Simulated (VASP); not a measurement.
# LuH2 (Fm-3m) in VASP: single point with r2SCAN

Aim: the single point of LuH2 with r2SCAN.

All numbers are computed with VASP 6.6.1; they aren't measurements. Logs are shortened: lines on timing, memory, paths and dates and some standing lists are left out, and cuts for length are marked.

### 1 The cell of the first run

Symmetry: Fm-3m, No. 225, cubic system. The conventional cell has a = 5.049 Å, b = 5.049 Å, c = 5.049 Å, α = 90.00°, β = 90.00°, γ = 90.00°. Within 2.9 Å of Lu (site symmetry m-3m) lie 8 H at 2.19 Å. H (site symmetry -43m) has 4 Lu at 2.19 Å and 6 H at 2.52 Å within 2.9 Å.

### 2 Single point, r2SCAN

The input, POSCAR:

```
LuH2
1.0
    0.0000000000      2.5245460000      2.5245460000
    2.5245460000      0.0000000000      2.5245460000
    2.5245460000      2.5245460000      0.0000000000
Lu H
1 2
Direct
    0.0000000000      0.0000000000      0.0000000000
    0.2500000000      0.2500000000      0.2500000000
    0.7500000000      0.7500000000      0.7500000000
```

The input, INCAR.step1:

```
SYSTEM = LuH2
PREC = Accurate ; ENCUT = 520
ISMEAR = -1 ; SIGMA = 0.1
LREAL = .FALSE. ; LASPH = .TRUE.
NELM = 80 ; NBANDS = 20
GGA = PE ; ALGO = Normal
EDIFF = 1E-4 ; LWAVE = .TRUE.
LCHARG = .FALSE.
```

The input, INCAR.step2:

```
SYSTEM = LuH2
PREC = Accurate ; ENCUT = 520
EDIFF = 1E-6 ; ISMEAR = -1
SIGMA = 0.1 ; LREAL = .FALSE.
LASPH = .TRUE. ; NELM = 80
ALGO = Normal ; ISIF = 2
LWAVE = .FALSE. ; LCHARG = .FALSE.
METAGGA = R2SCAN ; LMIXTAU = .TRUE.
NBANDS = 20 ; ISTART = 1
```

The input, KPOINTS:

```
regular mesh
0
G
  11 11 11
  0 0 0
```

Potentials or basis: VASP PAW PBE potentials, release 64 (Lu, H).

Launch:

```
$ cat potpaw_PBE.64/Lu/POTCAR potpaw_PBE.64/H/POTCAR > POTCAR
$ cp INCAR.step1 INCAR
$ mpirun -np 1 vasp_std > vasp.out
$ cp INCAR.step2 INCAR
$ mpirun -np 1 vasp_std > vasp.out
```

OUTCAR:

```text
SYSTEM = LuH2
   PREC = Accurate
   ENCUT = 520
   EDIFF = 1E-6
   ISMEAR = -1
   LREAL = .FALSE.
   LASPH = .TRUE.
   NELM = 80
   ISIF = 2
   METAGGA = R2SCAN
   ISTART = 1

 ion  position               nearest neighbor table
   1  0.000  0.000  0.000-   3 2.19   3 2.19   3 2.19   2 2.19   3 2.19   2 2.19   2 2.19   2 2.19

   2  0.250  0.250  0.250-   1 2.19   1 2.19   1 2.19   1 2.19
   3  0.750  0.750  0.750-   1 2.19   1 2.19   1 2.19   1 2.19

  LATTYP: Found a face centered cubic cell.
 ALAT       =     5.0490920000

  Lattice vectors:

 A1 = (   0.0000000000,   2.5245460000,   2.5245460000)
 A2 = (   2.5245460000,   0.0000000000,   2.5245460000)
 A3 = (   2.5245460000,   2.5245460000,   0.0000000000)

Analysis of symmetry for initial positions (statically):
=====================================================================
 Subroutine PRICEL returns:
 Original cell was already a primitive cell.

 Routine SETGRP: Setting up the symmetry group for a
 face centered cubic supercell.

 Subroutine GETGRP returns: Found 48 space group operations
 (whereof 48 operations were pure point group operations)
 out of a pool of 48 trial point group operations.

The static configuration has the point symmetry O_h .

Analysis of symmetry for dynamics (positions and initial velocities):
=====================================================================
 Subroutine PRICEL returns:
 Original cell was already a primitive cell.

 Routine SETGRP: Setting up the symmetry group for a
 face centered cubic supercell.

 Subroutine GETGRP returns: Found 48 space group operations
 (whereof 48 operations were pure point group operations)
 out of a pool of 48 trial point group operations.

The dynamic configuration has the point symmetry O_h .

 Subroutine INISYM returns: Found 48 space group operations
 (whereof 48 operations are pure point group operations),
 and found     1 'primitive' translations

----------------------------------------------------------------------------------------

                                     Primitive cell

  volume of cell :      32.1795

  direct lattice vectors                    reciprocal lattice vectors
     0.000000000  2.524546000  2.524546000    -0.198055413  0.198055413  0.198055413
     2.524546000  0.000000000  2.524546000     0.198055413 -0.198055413  0.198055413
[... 84 lines left out ...]
   LASPH  =      T    aspherical Exc in radial PAW
   ENCUT  =  520.0 eV  38.22 Ry    6.18 a.u.   6.64  6.64  6.64*2*pi/ulx,y,z
   NELM   =     80;   NELMIN=  2; NELMDL=  0     # of ELM steps
   EDIFF  = 0.1E-05   stopping-criterion for ELM
   LREAL  =      F    real-space projection
   EDIFFG = 0.1E-04   stopping-criterion for IOM
   NSW    =      0    number of steps for IOM
   IBRION =     -1    ionic relax: 0-MD 1-quasi-New 2-CG
   NFREE  =      0    steps in history (QN), initial steepest desc. (CG)
   ISIF   =      2    stress and relaxation
   ISYM   =      2    0-nonsym 1-usesym 2-fastsym
   POTIM  = 0.5000    time-step for ionic-motion
   TEBEG  =    0.0;   TEEND  =   0.0 temperature during run
   PSTRESS=    0.0 pullay stress
   NELECT =      27.0000    total number of electrons
   NUPDOWN=      -1.0000    fix difference up-down
   EMIN   =  10.00;   EMAX   =-10.00  energy-range for DOS
   EFERMI =   0.00;   METHOD = LEGACY
   ISMEAR =    -1;   SIGMA  =   0.10  broadening in eV -4-tet -1-fermi 0-gaus
   EFERMI_NEDOS =   21; number of points for ismear=-14 and -15
   IALGO  =     38    algorithm
   IMIX   =      4    mixing-type and parameters
     AMIX     =   0.40;   BMIX     =  1.00
     AMIX_MAG =   1.60;   BMIX_MAG =  1.00
  volume/ion in A,a.u.               =      10.73        72.39
  Fermi-wavevector in a.u.,A,eV,Ry     =   1.544079  2.917886 32.438730  2.384179
  Thomas-Fermi vector in A             =   2.649651
   LORBIT       =      0    0 simple, 1 ext, 2 COOP (PROOUT), +10 PAW based schemes
   METAGGA = R2SCAN    functional components
   LHFCALC =     F    Hartree Fock is set to
   AEXX    =    0.0000 exact exchange contribution
   IVDW    =     0    specifies the selected vdW correction
   LEPSILON=     F    determine dielectric tensor
   LRPA    =     F    only Hartree local field effects (RPA)
 non-spin polarized calculation
  energy-cutoff  :      520.00
  volume of cell :       32.18
 maximum number of plane-waves:       893
   NGX = 13   NGY = 13   NGZ = 13

 number of electron      27.0000005 magnetization

 Free energy of the ion-electron system (eV)
  ---------------------------------------------------
  ext. energy  EPLUGINS =         0.00000000
  ---------------------------------------------------
  free energy    TOTEN  =       -47.25892889 eV

  energy without entropy =      -47.23955135  energy(sigma->0) =      -47.24924012

 E-fermi :   2.7488     XC(G=0): -11.8064

 val. band max:        2.7278469567   @ k =   0.4545   0.2727   0.0909
 cond. band min:       2.8142074371   @ k =  -0.4545   0.1818   0.0000
 fundamental gap:      0.0863604804
 Fermi energy:         2.7488162653

 k-point     1 :       0.0000    0.0000    0.0000
  band No.  band energies     occupation
      1     -55.3379      2.00000
      2     -25.1953      2.00000
      3     -25.1953      2.00000
      4     -25.1953      2.00000
      5      -7.0636      2.00000
      6      -2.9083      2.00000
[... 541 lines left out ...]
     19      10.9860      0.00000
     20      12.6836      0.00000

 [... further k-points ...]

------------------------ aborting loop because EDIFF is reached ----------------------------------------

  FORCE on cell =-STRESS in cart. coord.  units (eV):
  Direction    XX          YY          ZZ          XY          YZ          ZX
  --------------------------------------------------------------------------------------
  -------------------------------------------------------------------------------------
  Total       -0.5269936     -0.5269936     -0.5269936      0.0000000      0.0000000      0.0000000
  in kB      -26.2383236    -26.2383236    -26.2383236      0.0000000      0.0000000      0.0000000
  external PRESSURE =     -26.2383236 kB  Pullay stress =       0.0000000 kB

 VOLUME and BASIS-vectors are now :
 -----------------------------------------------------------------------------
  energy-cutoff  :      520.00
  volume of cell :       32.18
      direct lattice vectors                 reciprocal lattice vectors
     0.000000000  2.524546000  2.524546000    -0.198055413  0.198055413  0.198055413
     2.524546000  0.000000000  2.524546000     0.198055413 -0.198055413  0.198055413
     2.524546000  2.524546000  0.000000000     0.198055413  0.198055413 -0.198055413

 POSITION                                       TOTAL-FORCE (eV/Angst)
 -----------------------------------------------------------------------------------
      0.00000      0.00000      0.00000        -0.000000     -0.000000     -0.000000
      1.26227      1.26227      1.26227        -0.000000      0.000000     -0.000000
      3.78682      3.78682      3.78682         0.000000     -0.000000      0.000000
 -----------------------------------------------------------------------------------
    total drift:                               -0.000000     -0.000000     -0.000000

  FREE ENERGIE OF THE ION-ELECTRON SYSTEM (eV)
  ---------------------------------------------------
  free  energy   TOTEN  =       -47.2589288865 eV

  energy  without entropy=      -47.2395513549  energy(sigma->0) =      -47.24924012
```

OUTCAR.step1:

```text
SYSTEM = LuH2
   PREC = Accurate
   ENCUT = 520
   ISMEAR = -1
   LREAL = .FALSE.
   LASPH = .TRUE.
   NELM = 80
[... 775 lines left out ...]
      0.00000      0.00000      0.00000        -0.000000      0.000000     -0.000000
      1.26227      1.26227      1.26227        -0.000000     -0.000000      0.000000
      3.78682      3.78682      3.78682         0.000000     -0.000000     -0.000000
 -----------------------------------------------------------------------------------
    total drift:                               -0.000000     -0.000000      0.000000

  FREE ENERGIE OF THE ION-ELECTRON SYSTEM (eV)
  ---------------------------------------------------
  free  energy   TOTEN  =       -13.2617561075 eV

  energy  without entropy=      -13.2411519947  energy(sigma->0) =      -13.25145405
```

OSZICAR.step1:

```text
N       E                     dE             d eps       ncg     rms          rms(c)
DAV:   1     0.989838468720E+02    0.98984E+02   -0.10909E+04  2896   0.444E+03
DAV:   2    -0.588622951951E+01   -0.10487E+03   -0.10170E+03  2420   0.426E+02
DAV:   3    -0.137963200166E+02   -0.79101E+01   -0.78343E+01  2472   0.790E+01
DAV:   4    -0.140609563650E+02   -0.26464E+00   -0.26353E+00  3184   0.126E+01
DAV:   5    -0.140672207546E+02   -0.62644E-02   -0.62636E-02  2644   0.187E+00    0.717E+00
DAV:   6    -0.134382446959E+02    0.62898E+00   -0.74172E-01  3588   0.212E+01    0.360E+00
DAV:   7    -0.132582052272E+02    0.18004E+00   -0.34946E-01  3556   0.856E+00    0.602E-01
DAV:   8    -0.132610716457E+02   -0.28664E-02   -0.64074E-02  3040   0.194E+00    0.255E-01
DAV:   9    -0.132617862774E+02   -0.71463E-03   -0.20404E-03  3728   0.858E-01    0.474E-02
DAV:  10    -0.132617561075E+02    0.30170E-04   -0.23731E-04  2836   0.369E-01
   1 F= -.13261756E+02 E0= -.13251454E+02  d E =-.206041E-01
```

Wall time 3.2 min (1 thread of Intel Xeon Platinum 8175M at 2.50GHz (Skylake/Cascade Lake), shared host); peak memory 0.2 GiB.

What came out:

```yaml
Free_energy: -47.2589 eV
Pressure: -2.6 GPa
```

Caveat: the PAW data sets were made with another functional, which shifts forces and pressure a little; spin-orbit coupling is left out, which moves the levels of the heavy elements.
